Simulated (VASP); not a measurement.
# AlCo (R-3m) in VASP: notebook

Runs on AlCo. Level: PBEsol. Tasks: single point.

Program: VASP 6.6.1. These are calculated values, not measurements. Logs are shortened: lines on timing, memory, paths and dates and some standing lists are left out, and cuts for length are marked.

## Step 1: The cell of the first run

The structure is trigonal, space group R-3m (No. 166). The conventional cell has a = 4.209 Å, b = 4.209 Å, c = 4.382 Å, α = 90.00°, β = 90.00°, γ = 120.00°. Within 2.9 Å of Al (site symmetry -3m) lie 8 Co at 2.19 to 2.54 Å and 6 Al at 2.84 Å. Co (site symmetry -3m) has 8 Al at 2.19 to 2.54 Å and 6 Co at 2.84 Å within 2.9 Å.

## Step 2: Single point, PBEsol

Contents of INCAR:

```
SYSTEM = AlCo
PREC = Accurate
ENCUT = 520
EDIFF = 1E-7
ISMEAR = 0
SIGMA = 0.15
LREAL = .FALSE.
LASPH = .TRUE.
NELM = 80
ALGO = Fast
ISIF = 2
LWAVE = .FALSE.
LCHARG = .FALSE.
GGA = PS
NBANDS = 13
```

Contents of KPOINTS:

```
regular mesh
0
G
  18 18 18
  0 0 0
```

Contents of POSCAR:

```
AlCo
1.0
    2.8275338963     -0.1488175735     -0.1488175735
   -0.1488175735      2.8275338963     -0.1488175735
   -0.1488175735     -0.1488175735      2.8275338963
Al Co
1 1
Direct
    0.0000000000      0.0000000000      0.0000000000
    0.5000000000      0.5000000000      0.5000000000
```

Potentials or basis: VASP PAW PBE potentials, release 64 (Al, Co).

Run with:

```
$ cat potpaw_PBE.64/Al/POTCAR potpaw_PBE.64/Co/POTCAR > POTCAR
$ mpirun -np 1 vasp_std > vasp.out
```

OUTCAR:

```text
SYSTEM = AlCo
   PREC = Accurate
   ENCUT = 520
   EDIFF = 1E-7
   ISMEAR = 0
   LREAL = .FALSE.
   LASPH = .TRUE.
   NELM = 80
   ISIF = 2
   GGA = PS

 ion  position               nearest neighbor table
   1  0.000  0.000  0.000-   2 2.19   2 2.19   2 2.54   2 2.54   2 2.54   2 2.54   2 2.54   2 2.54

   2  0.500  0.500  0.500-   1 2.19   1 2.19   1 2.54   1 2.54   1 2.54   1 2.54   1 2.54   1 2.54

  LATTYP: Found a trigonal (rhomboedric) cell.
 ALAT       =     2.8353555818
 COS(alpha) =    -0.1019283747

  Lattice vectors:

 A1 = (   2.8275338963,  -0.1488175735,  -0.1488175735)
 A2 = (  -0.1488175735,   2.8275338963,  -0.1488175735)
 A3 = (  -0.1488175735,  -0.1488175735,   2.8275338963)

Analysis of symmetry for initial positions (statically):
=====================================================================
 Subroutine PRICEL returns:
 Original cell was already a primitive cell.

 Routine SETGRP: Setting up the symmetry group for a
 trigonal (rhombohedral) supercell.

 Subroutine GETGRP returns: Found 12 space group operations
 (whereof 12 operations were pure point group operations)
 out of a pool of 12 trial point group operations.

The static configuration has the point symmetry D_3d.

Analysis of symmetry for dynamics (positions and initial velocities):
=====================================================================
 Subroutine PRICEL returns:
 Original cell was already a primitive cell.

 Routine SETGRP: Setting up the symmetry group for a
 trigonal (rhombohedral) supercell.

 Subroutine GETGRP returns: Found 12 space group operations
 (whereof 12 operations were pure point group operations)
 out of a pool of 12 trial point group operations.

The dynamic configuration has the point symmetry D_3d.

 Subroutine INISYM returns: Found 12 space group operations
 (whereof 12 operations are pure point group operations),
 and found     1 'primitive' translations

----------------------------------------------------------------------------------------

                                     Primitive cell

  volume of cell :      22.4115

  direct lattice vectors                    reciprocal lattice vectors
     2.827533896 -0.148817573 -0.148817573     0.355745462  0.019763637  0.019763637
    -0.148817573  2.827533896 -0.148817573     0.019763637  0.355745462  0.019763637
    -0.148817573 -0.148817573  2.827533896     0.019763637  0.019763637  0.355745462

  length of vectors
     2.835355582  2.835355582  2.835355582     0.356841753  0.356841753  0.356841753

  position of ions in fractional coordinates (direct lattice)
     0.000000000  0.000000000  0.000000000
     0.500000000  0.500000000  0.500000000

  ion indices of the primitive-cell ions
   primitive index   ion index
                 1           1
                 2           2

----------------------------------------------------------------------------------------

 KPOINTS: regular mesh

Automatic generation of k-mesh.
 Grid dimensions read from file:
 generate k-points for:   18   18   18

 Generating k-lattice:

  Cartesian coordinates                     Fractional coordinates (reciprocal lattice)
     0.019763637  0.001097980  0.001097980     0.055555556 -0.000000000  0.000000000
     0.001097980  0.019763637  0.001097980    -0.000000000  0.055555556  0.000000000
     0.001097980  0.001097980  0.019763637     0.000000000  0.000000000  0.055555556

  Length of vectors
     0.019824542  0.019824542  0.019824542

  Shift w.r.t. Gamma in fractional coordinates (k-lattice)
     0.000000000  0.000000000  0.000000000

 Subroutine IBZKPT returns following result:
 ===========================================

 Found    580 irreducible k-points:

 Following reciprocal coordinates:
            Coordinates               Weight
  0.000000  0.000000  0.000000      1.000000
  0.055556  0.000000  0.000000      6.000000
  0.111111  0.000000  0.000000      6.000000
  0.166667  0.000000  0.000000      6.000000
  0.222222  0.000000  0.000000      6.000000
  0.277778  0.000000  0.000000      6.000000
[... 16 lines left out ...]
 -0.277778  0.055556 -0.000000     12.000000
 -0.222222  0.055556 -0.000000     12.000000
 [... further k-points ...]
   k-points           NKPTS =    580   k-points in BZ     NKDIM =    580   number of bands    NBANDS=     13
   number of dos      NEDOS =    301   number of ions     NIONS =      2
   total plane-waves  NPLWV =  13824
   dimension x,y,z NGX =    24 NGY =   24 NGZ =   24
   dimension x,y,z NGXF=    48 NGYF=   48 NGZF=   48
   ions per type =               1   1
   NGX,Y,Z   is equivalent  to a cutoff of  14.07, 14.07, 14.07 a.u.
   NGXF,Y,Z  is equivalent  to a cutoff of  28.14, 28.14, 28.14 a.u.
 SYSTEM =  AlCo
   PREC   = accura    normal or accurate (medium, high low for compatibility)
   ISTART =      0    job   : 0-new  1-cont  2-samecut
   ICHARG =      2    charge: 1-file 2-atom 10-const
   ISPIN  =      1    spin polarized calculation?
   LNONCOLLINEAR =      F non collinear calculations
   LSORBIT =      F    spin-orbit coupling
   LASPH  =      T    aspherical Exc in radial PAW
   ENCUT  =  520.0 eV  38.22 Ry    6.18 a.u.   5.27  5.27  5.27*2*pi/ulx,y,z
   NELM   =     80;   NELMIN=  2; NELMDL= -5     # of ELM steps
   EDIFF  = 0.1E-06   stopping-criterion for ELM
   LREAL  =      F    real-space projection
   EDIFFG = 0.1E-05   stopping-criterion for IOM
   NSW    =      0    number of steps for IOM
   IBRION =     -1    ionic relax: 0-MD 1-quasi-New 2-CG
   NFREE  =      0    steps in history (QN), initial steepest desc. (CG)
   ISIF   =      2    stress and relaxation
   ISYM   =      2    0-nonsym 1-usesym 2-fastsym
   POTIM  = 0.5000    time-step for ionic-motion
   TEBEG  =    0.0;   TEEND  =   0.0 temperature during run
   PSTRESS=    0.0 pullay stress
   NELECT =      12.0000    total number of electrons
   NUPDOWN=      -1.0000    fix difference up-down
   EMIN   =  10.00;   EMAX   =-10.00  energy-range for DOS
   EFERMI =   0.00;   METHOD = LEGACY
   ISMEAR =     0;   SIGMA  =   0.15  broadening in eV -4-tet -1-fermi 0-gaus
   EFERMI_NEDOS =   21; number of points for ismear=-14 and -15
   IALGO  =     68    algorithm
   IMIX   =      4    mixing-type and parameters
     AMIX     =   0.40;   BMIX     =  1.00
     AMIX_MAG =   1.60;   BMIX_MAG =  1.00
  volume/ion in A,a.u.               =      11.21        75.62
  Fermi-wavevector in a.u.,A,eV,Ry     =   1.329366  2.512138 24.044423  1.767215
  Thomas-Fermi vector in A             =   2.458534
   LORBIT       =      0    0 simple, 1 ext, 2 COOP (PROOUT), +10 PAW based schemes
   GGA     = PS    functional components
   LHFCALC =     F    Hartree Fock is set to
   AEXX    =    0.0000 exact exchange contribution
   IVDW    =     0    specifies the selected vdW correction
   LEPSILON=     F    determine dielectric tensor
   LRPA    =     F    only Hartree local field effects (RPA)
 non-spin polarized calculation
 RMM-DIIS sequential band-by-band and
 Gauss-broadening in eV      SIGMA  =   0.15
  energy-cutoff  :      520.00
  volume of cell :       22.41
 maximum number of plane-waves:       629
 NGX is ok and might be reduce to    24
   NGX = 11   NGY = 11   NGZ = 11

 number of electron      11.9999994 magnetization

 Free energy of the ion-electron system (eV)
  ---------------------------------------------------
  ext. energy  EPLUGINS =         0.00000000
  ---------------------------------------------------
  free energy    TOTEN  =       -12.62350641 eV

  energy without entropy =      -12.61449793  energy(sigma->0) =      -12.61900217

 E-fermi :  10.8560     XC(G=0): -12.5277

 val. band max:       10.8553756865   @ k =  -0.3889   0.5000   0.1111
 cond. band min:      10.8633803192   @ k =  -0.4444   0.5000   0.1667
 fundamental gap:      0.0080046327
 Fermi energy:        10.8559891060

 k-point     1 :       0.0000    0.0000    0.0000
  band No.  band energies     occupation
      1      -0.3836      2.00000
      2       7.7767      2.00000
      3       7.7768      2.00000
      4       9.5469      2.00000
      5      10.0793      2.00000
      6      10.0793      2.00000
      7      16.6575      0.00000
      8      17.5429      0.00000
      9      17.5429      0.00000
     10      20.0345      0.00000
     11      20.0345      0.00000
     12      26.6660      0.00000
     13      31.4684      0.00000

 k-point     2 :       0.0556    0.0000    0.0000
  band No.  band energies     occupation
      1      -0.3227      2.00000
      2       7.7709      2.00000
      3       7.7928      2.00000
      4       9.5268      2.00000
      5      10.0525      2.00000
      6      10.0712      2.00000
      7      16.3766      0.00000
      8      17.2630      0.00000
      9      17.6049      0.00000
     10      20.0346      0.00000
     11      20.6348      0.00000
     12      26.8399      0.00000
     13      30.3010      0.00000

 k-point     3 :       0.1111    0.0000    0.0000
  band No.  band energies     occupation
      1      -0.1409      2.00000
      2       7.7437      2.00000
      3       7.8393      2.00000
      4       9.4666      2.00000
      5       9.9777      2.00000
      6      10.0541      2.00000
      7      15.3404      0.00000
      8      17.3363      0.00000
      9      17.7810      0.00000
     10      20.0398      0.00000
     11      21.6973      0.00000
     12      27.3463      0.00000
     13      29.0040      0.00000
[... 305 lines left out ...]
 k-point    23 :      -0.2778    0.0556   -0.0000
  band No.  band energies     occupation
      1       1.0895      2.00000
      2       7.2250      2.00000
      3       8.1198      2.00000
      4       9.1358      2.00000
      5       9.5632      2.00000
      6      10.0115      2.00000
      7      12.2527      0.00000
      8      18.5524      0.00000
      9      19.1768      0.00000
     10      20.0001      0.00000
     11      24.2201      0.00000
     12      24.5522      0.00000
     13      25.7768      0.00000

 k-point    24 :      -0.2222    0.0556   -0.0000
  band No.  band energies     occupation
      1       0.5773      2.00000
      2       7.5556      2.00000
      3       8.0208      2.00000
      4       9.2460      2.00000
      5       9.6893      2.00000
      6      10.0025      2.00000
      7      13.1648      0.00000
      8      18.0381      0.00000
      9      18.6025      0.00000
     10      20.0838      0.00000
     11      23.5160      0.00000
     12      25.4967      0.00000
     13      26.8103      0.00000

 [... further k-points ...]
[... 5 lines left out ...]
  --------------------------------------------------------------------------------------
  -------------------------------------------------------------------------------------
  Total        0.9993876      0.9993876      0.9993876      3.1051477      3.1051477      3.1051477
  in kB       71.4451878     71.4451878     71.4451878    221.9837989    221.9837989    221.9837989
  external PRESSURE =      71.4451878 kB  Pullay stress =       0.0000000 kB

 VOLUME and BASIS-vectors are now :
 -----------------------------------------------------------------------------
  energy-cutoff  :      520.00
  volume of cell :       22.41
      direct lattice vectors                 reciprocal lattice vectors
     2.827533896 -0.148817573 -0.148817573     0.355745462  0.019763637  0.019763637
    -0.148817573  2.827533896 -0.148817573     0.019763637  0.355745462  0.019763637
    -0.148817573 -0.148817573  2.827533896     0.019763637  0.019763637  0.355745462

 POSITION                                       TOTAL-FORCE (eV/Angst)
 -----------------------------------------------------------------------------------
      0.00000      0.00000      0.00000        -0.000000      0.000000      0.000000
      1.26495      1.26495      1.26495         0.000000     -0.000000     -0.000000
 -----------------------------------------------------------------------------------
    total drift:                                0.000000     -0.000000     -0.000000

  FREE ENERGIE OF THE ION-ELECTRON SYSTEM (eV)
  ---------------------------------------------------
  free  energy   TOTEN  =       -12.6235064118 eV

  energy  without entropy=      -12.6144979330  energy(sigma->0) =      -12.61900217
```

Run time: 2 min. Hardware: 1 thread of AMD EPYC 9R45 (Zen 5), shared host; peak memory 0.26 GiB.

What came out:

```yaml
Free_energy: -12.6235 eV
Pressure: 7.1 GPa
Band_gap_on_the_k_mesh: zero (band 6 reaches 12.65 eV, above the bottom of band 7 at 10.57 eV)
```

Caveat: the PAW data sets were made with another functional, which shifts forces and pressure a little. Spin polarisation is off, so any magnetic state and its effect on volume and gap are missing.

## Step 3: Single point, PBEsol

Contents of INCAR:

```
SYSTEM = AlCo
PREC     = Accurate       ! precision mode
ENCUT    = 520            ! plane-wave cutoff, eV
EDIFF    = 1E-7           ! SCF threshold, eV
ISMEAR   = 0              ! smearing method
SIGMA    = 0.15           ! smearing width, eV
LREAL    = .False.        ! projectors in reciprocal space
LASPH    = .True.         ! aspherical terms in the spheres
NELM     = 60             ! most SCF steps
ALGO     = Fast           ! electronic algorithm
ISIF     = 2              ! what is computed and relaxed
LWAVE    = .False.        ! write WAVECAR
LCHARG   = .False.        ! write CHGCAR
GGA      = PS             ! functional
NBANDS   = 13             ! bands
```

Contents of KPOINTS:

```
regular mesh
0
Gamma
  18 18 18
  0 0 0
```

Contents of POSCAR:

```
AlCo
1.0
    2.8300373339      0.1768773334      0.1768773334
    0.1768773334      2.8300373339      0.1768773334
    0.1768773334      0.1768773334      2.8300373339
Al Co
1 1
Direct
    0.0000000000      0.0000000000      0.0000000000
    0.5000000000      0.5000000000      0.5000000000
```

Potentials or basis: VASP PAW PBE potentials, release 64 (Al, Co).

Run with:

```
$ cat potpaw_PBE.64/Al/POTCAR potpaw_PBE.64/Co/POTCAR > POTCAR
$ mpirun -np 1 vasp_std > vasp.out
```

Run time: 2.2 min. Hardware: 1 thread of AMD EPYC 9R45 (Zen 5), shared host; peak memory 0.26 GiB.

Results (log left out):

```yaml
Free_energy: -12.7128 eV
Pressure: 6.5 GPa
Band_gap_on_the_k_mesh: zero (band 6 reaches 11.76 eV, above the bottom of band 7 at 10.54 eV)
```

Stress tensor (GPa, compression positive):
```
  6.48 -12.69 -12.69
-12.69   6.48 -12.69
-12.69 -12.69   6.48
```

Levels at points of the mesh, in eV from the Fermi level:
| k point | band 2 | band 3 | band 4 | band 5 | band 6 | band 7 | band 8 | band 9 | band 10 | band 11 |
| --- | --- | --- | --- | --- | --- | --- | --- | --- | --- | --- |
| (0.00, 0.00, 0.00) | -3.04 | -3.04 | -1.13 | -1.13 | -0.68 | 6.11 | 6.11 | 7.08 | 9.24 | 9.24 |
| (0.50, 0.00, 0.00) | -6.71 | -2.62 | -1.83 | -1.56 | -0.86 | 0.21 | 7.83 | 10.55 | 11.52 | 11.69 |
| (0.50, 0.50, 0.00) | -3.44 | -3.22 | -1.66 | -1.59 | -1.49 | -0.30 | 2.15 | 4.37 | 10.38 | 13.78 |
| (0.50, 0.50, 0.50) | -3.81 | -3.81 | -0.29 | -0.29 | -0.09 | 3.47 | 3.47 | 3.71 | 5.56 | 6.48 |

Caveat: the PAW data sets were made with another functional, which shifts forces and pressure a little.
